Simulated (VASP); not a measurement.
# Cu (I4/mmm) in VASP: single point with PBE

Aim: the single point of Cu with PBE.

Program: VASP 6.6.1. These are calculated values, not measurements. Logs are shortened: lines on timing, memory, paths and dates and some standing lists are left out, and cuts for length are marked.

## 1. The cell of the first run

The structure is tetragonal, space group I4/mmm (No. 139). Conventional cell: a = 2.897 Å, b = 2.897 Å, c = 2.856 Å, α = 90.00°, β = 90.00°, γ = 90.00°. Within 3.3 Å of Cu (site symmetry 4/mmm) lie 14 Cu at 2.50 to 2.90 Å.

## 2. Single point, PBE

INCAR reads:

```
PREC     = Accurate       # precision mode
ENCUT    = 820            # plane-wave cutoff, eV
EDIFF    = 1E-6           # SCF threshold, eV
ISMEAR   = 0              # smearing method
SIGMA    = 0.15           # smearing width, eV
LREAL    = F              # projectors in reciprocal space
LASPH    = T              # aspherical terms in the spheres
NELM     = 120            # most SCF steps
ALGO     = Normal         # electronic algorithm
ISIF     = 2              # what is computed and relaxed
LWAVE    = F              # write WAVECAR
LCHARG   = F              # write CHGCAR
GGA      = PE             # functional
NBANDS   = 16             # bands
GGA_COMPAT= F
```

KPOINTS reads:

```
regular mesh
0
Gamma
  22 22 22
```

POSCAR reads:

```
Cu
1.0
   -1.4487000000      1.4487000000      1.4280500000
    1.4487000000     -1.4487000000      1.4280500000
    1.4487000000      1.4487000000     -1.4280500000
Cu
1
Direct
    0.0000000000      0.0000000000      0.0000000000
```

Potentials or basis: VASP PAW PBE potentials, release 64 (Cu_sv_GW).

Command:

```bash
$ cat potpaw_PBE.64/Cu_sv_GW/POTCAR > POTCAR
$ mpirun -np 1 vasp_std > vasp.out
```

OUTCAR:

```text
PREC = Accurate
   ENCUT = 820
   EDIFF = 1E-6
   ISMEAR = 0
   LREAL = F
   LASPH = T
   NELM = 120
   ISIF = 2
   GGA = PE

 ion  position               nearest neighbor table
   1  0.000  0.000  0.000-

  LATTYP: Found a body centered tetragonal cell.
 ALAT       =     2.8974000000
 C/A-ratio  =     0.9857458411

  Lattice vectors:

 A1 = (  -1.4487000000,   1.4487000000,   1.4280500000)
 A2 = (   1.4487000000,  -1.4487000000,   1.4280500000)
 A3 = (   1.4487000000,   1.4487000000,  -1.4280500000)

Analysis of symmetry for initial positions (statically):
=====================================================================
 Subroutine PRICEL returns:
 Original cell was already a primitive cell.

 Routine SETGRP: Setting up the symmetry group for a
 body centered tetragonal supercell.

 Subroutine GETGRP returns: Found 16 space group operations
 (whereof 16 operations were pure point group operations)
 out of a pool of 16 trial point group operations.

The static configuration has the point symmetry D_4h.

Analysis of symmetry for dynamics (positions and initial velocities):
=====================================================================
 Subroutine PRICEL returns:
 Original cell was already a primitive cell.

 Routine SETGRP: Setting up the symmetry group for a
 body centered tetragonal supercell.

 Subroutine GETGRP returns: Found 16 space group operations
 (whereof 16 operations were pure point group operations)
 out of a pool of 16 trial point group operations.

The dynamic configuration has the point symmetry D_4h.

 Subroutine INISYM returns: Found 16 space group operations
 (whereof 16 operations are pure point group operations),
 and found     1 'primitive' translations

----------------------------------------------------------------------------------------

                                     Primitive cell

  volume of cell :      11.9884

  direct lattice vectors                    reciprocal lattice vectors
    -1.448700000  1.448700000  1.428050000     0.000000000  0.345137019  0.350127797
     1.448700000 -1.448700000  1.428050000     0.345137019  0.000000000  0.350127797
     1.448700000  1.448700000 -1.428050000     0.345137019  0.345137019  0.000000000

  length of vectors
     2.497356639  2.497356639  2.497356639     0.491639132  0.491639132  0.488097454

  position of ions in fractional coordinates (direct lattice)
     0.000000000  0.000000000  0.000000000

  ion indices of the primitive-cell ions
   primitive index   ion index
                 1           1

----------------------------------------------------------------------------------------

 KPOINTS: regular mesh

Automatic generation of k-mesh.
 Grid dimensions read from file:
 generate k-points for:   22   22   22

 Generating k-lattice:

  Cartesian coordinates                     Fractional coordinates (reciprocal lattice)
     0.000000000  0.015688046  0.015914900     0.045454545 -0.000000000  0.000000000
     0.015688046  0.000000000  0.015914900    -0.000000000  0.045454545  0.000000000
     0.015688046  0.015688046  0.000000000     0.000000000  0.000000000  0.045454545

  Length of vectors
     0.022347233  0.022347233  0.022186248

  Shift w.r.t. Gamma in fractional coordinates (k-lattice)
     0.000000000  0.000000000  0.000000000

 Subroutine IBZKPT returns following result:
 ===========================================

 Found    834 irreducible k-points:

 Following reciprocal coordinates:
            Coordinates               Weight
  0.000000  0.000000  0.000000      1.000000
  0.045455 -0.000000  0.000000      8.000000
  0.090909 -0.000000  0.000000      8.000000
  0.136364  0.000000  0.000000      8.000000
  0.181818 -0.000000  0.000000      8.000000
  0.227273  0.000000  0.000000      8.000000
[... 16 lines left out ...]
  0.500000  0.045455 -0.000000     16.000000
 -0.454545  0.045455 -0.000000     16.000000
 [... further k-points ...]
   k-points           NKPTS =    834   k-points in BZ     NKDIM =    834   number of bands    NBANDS=     16
   number of dos      NEDOS =    301   number of ions     NIONS =      1
   total plane-waves  NPLWV =  13824
   dimension x,y,z NGX =    24 NGY =   24 NGZ =   24
   dimension x,y,z NGXF=    48 NGYF=   48 NGZF=   48
   ions per type =               1
   NGX,Y,Z   is equivalent  to a cutoff of  15.98, 15.98, 15.98 a.u.
   NGXF,Y,Z  is equivalent  to a cutoff of  31.95, 31.95, 31.95 a.u.
 SYSTEM =  unknown system
   PREC   = accura    normal or accurate (medium, high low for compatibility)
   ISTART =      0    job   : 0-new  1-cont  2-samecut
   ICHARG =      2    charge: 1-file 2-atom 10-const
   ISPIN  =      1    spin polarized calculation?
   LNONCOLLINEAR =      F non collinear calculations
   LSORBIT =      F    spin-orbit coupling
   LASPH  =      T    aspherical Exc in radial PAW
   ENCUT  =  820.0 eV  60.27 Ry    7.76 a.u.   5.83  5.83  5.83*2*pi/ulx,y,z
   NELM   =    120;   NELMIN=  2; NELMDL= -5     # of ELM steps
   EDIFF  = 0.1E-05   stopping-criterion for ELM
   LREAL  =      F    real-space projection
   EDIFFG = 0.1E-04   stopping-criterion for IOM
   NSW    =      0    number of steps for IOM
   IBRION =     -1    ionic relax: 0-MD 1-quasi-New 2-CG
   NFREE  =      0    steps in history (QN), initial steepest desc. (CG)
   ISIF   =      2    stress and relaxation
   ISYM   =      2    0-nonsym 1-usesym 2-fastsym
   POTIM  = 0.5000    time-step for ionic-motion
   TEBEG  =    0.0;   TEEND  =   0.0 temperature during run
   PSTRESS=    0.0 pullay stress
   NELECT =      19.0000    total number of electrons
   NUPDOWN=      -1.0000    fix difference up-down
   EMIN   =  10.00;   EMAX   =-10.00  energy-range for DOS
   EFERMI =   0.00;   METHOD = LEGACY
   ISMEAR =     0;   SIGMA  =   0.15  broadening in eV -4-tet -1-fermi 0-gaus
   EFERMI_NEDOS =   21; number of points for ismear=-14 and -15
   IALGO  =     38    algorithm
   IMIX   =      4    mixing-type and parameters
     AMIX     =   0.40;   BMIX     =  1.00
     AMIX_MAG =   1.60;   BMIX_MAG =  1.00
  volume/ion in A,a.u.               =      11.99        80.90
  Fermi-wavevector in a.u.,A,eV,Ry     =   1.908707  3.606933 49.568232  3.643162
  Thomas-Fermi vector in A             =   2.945937
   LORBIT       =      0    0 simple, 1 ext, 2 COOP (PROOUT), +10 PAW based schemes
   GGA     = PE    functional components
   LHFCALC =     F    Hartree Fock is set to
   AEXX    =    0.0000 exact exchange contribution
   IVDW    =     0    specifies the selected vdW correction
   LEPSILON=     F    determine dielectric tensor
   LRPA    =     F    only Hartree local field effects (RPA)
 non-spin polarized calculation
 Gauss-broadening in eV      SIGMA  =   0.15
  energy-cutoff  :      820.00
  volume of cell :       11.99
 maximum number of plane-waves:       674
   NGX = 11   NGY = 11   NGZ = 11

 number of electron      18.9999992 magnetization

 Free energy of the ion-electron system (eV)
  ---------------------------------------------------
  ext. energy  EPLUGINS =         0.00000000
  ---------------------------------------------------
  free energy    TOTEN  =        -3.76061756 eV

  energy without entropy =       -3.75546778  energy(sigma->0) =       -3.75804267

 E-fermi :   7.4055     XC(G=0): -13.2658

 val. band max:        7.4038864749   @ k =   0.5000   0.2727   0.0909
 cond. band min:       7.4060614102   @ k =  -0.2273  -0.3636   0.2273
 fundamental gap:      0.0021749353
 Fermi energy:         7.4054776352

 k-point     1 :       0.0000    0.0000    0.0000
  band No.  band energies     occupation
      1    -105.1521      2.00000
      2     -62.4687      2.00000
      3     -62.4670      2.00000
      4     -62.4670      2.00000
      5      -1.8872      2.00000
      6       4.3339      2.00000
[... 8 lines left out ...]
     15      35.3448      0.00000
     16      35.6822      0.00000

 k-point     2 :       0.0455   -0.0000    0.0000
  band No.  band energies     occupation
      1    -105.1519      2.00000
      2     -62.4703      2.00000
      3     -62.4679      2.00000
      4     -62.4678      2.00000
      5      -1.8078      2.00000
      6       4.3338      2.00000
[... 8 lines left out ...]
     15      34.3795      0.00000
     16      34.6858      0.00000

 k-point     3 :       0.0909   -0.0000    0.0000
  band No.  band energies     occupation
      1    -105.1512      2.00000
      2     -62.4766      2.00000
      3     -62.4704      2.00000
      4     -62.4680      2.00000
      5      -1.5714      2.00000
      6       4.2987      2.00000
[... 8 lines left out ...]
     15      33.5459      0.00000
     16      34.3725      0.00000

 k-point     4 :       0.1364    0.0000    0.0000
  band No.  band energies     occupation
      1    -105.1499      2.00000
      2     -62.4863      2.00000
      3     -62.4741      2.00000
      4     -62.4680      2.00000
      5      -1.1837      2.00000
      6       4.2320      2.00000
[... 8 lines left out ...]
     15      32.9052      0.00000
     16      34.6545      0.00000
[... 324 lines left out ...]
 k-point    22 :       0.4545    0.0455    0.0000
  band No.  band energies     occupation
      1    -105.1377      2.00000
      2     -62.5710      2.00000
      3     -62.5060      2.00000
      4     -62.4682      2.00000
      5       2.4800      2.00000
      6       3.6544      2.00000
[... 8 lines left out ...]
     15      31.7631      0.00000
     16      40.4496      0.00000

 k-point    23 :       0.5000    0.0455   -0.0000
  band No.  band energies     occupation
      1    -105.1377      2.00000
      2     -62.5710      2.00000
      3     -62.5059      2.00000
      4     -62.4682      2.00000
      5       2.4795      2.00000
      6       3.6546      2.00000
[... 8 lines left out ...]
     15      31.7725      0.00000
     16      40.6775      0.00000

 k-point    24 :      -0.4545    0.0455   -0.0000
  band No.  band energies     occupation
      1    -105.1383      2.00000
      2     -62.5670      2.00000
      3     -62.5044      2.00000
      4     -62.4682      2.00000
      5       2.4065      2.00000
      6       3.6820      2.00000
[... 8 lines left out ...]
     15      31.8172      0.00000
     16      40.4151      0.00000

 [... further k-points ...]

------------------------ aborting loop because EDIFF is reached ----------------------------------------

  FORCE on cell =-STRESS in cart. coord.  units (eV):
  Direction    XX          YY          ZZ          XY          YZ          ZX
  --------------------------------------------------------------------------------------
  -------------------------------------------------------------------------------------
  Total       -0.0374990     -0.0374990     -0.0550737      0.0000000      0.0000000      0.0000000
  in kB       -5.0115294     -5.0115294     -7.3602814      0.0000000      0.0000000      0.0000000
  external PRESSURE =      -5.7944467 kB  Pullay stress =       0.0000000 kB

 VOLUME and BASIS-vectors are now :
 -----------------------------------------------------------------------------
  energy-cutoff  :      820.00
  volume of cell :       11.99
      direct lattice vectors                 reciprocal lattice vectors
    -1.448700000  1.448700000  1.428050000     0.000000000  0.345137019  0.350127797
     1.448700000 -1.448700000  1.428050000     0.345137019  0.000000000  0.350127797
     1.448700000  1.448700000 -1.428050000     0.345137019  0.345137019  0.000000000

 POSITION                                       TOTAL-FORCE (eV/Angst)
 -----------------------------------------------------------------------------------
      0.00000      0.00000      0.00000         0.000000     -0.000000      0.000000
 -----------------------------------------------------------------------------------
    total drift:                                0.000000      0.000000      0.000000

  FREE ENERGIE OF THE ION-ELECTRON SYSTEM (eV)
  ---------------------------------------------------
  free  energy   TOTEN  =        -3.7606175567 eV

  energy  without entropy=       -3.7554677759  energy(sigma->0) =       -3.75804267
```

Wall time 2.5 min (1 thread of Intel Xeon Platinum 8175M at 2.50GHz (Skylake/Cascade Lake), shared host); peak memory 0.48 GiB.

What came out:

```yaml
Free_energy: -3.7606 eV
Pressure: -0.6 GPa
Band_gap_on_the_k_mesh: zero (an odd number of electrons rules out a gap without spin polarisation)
```
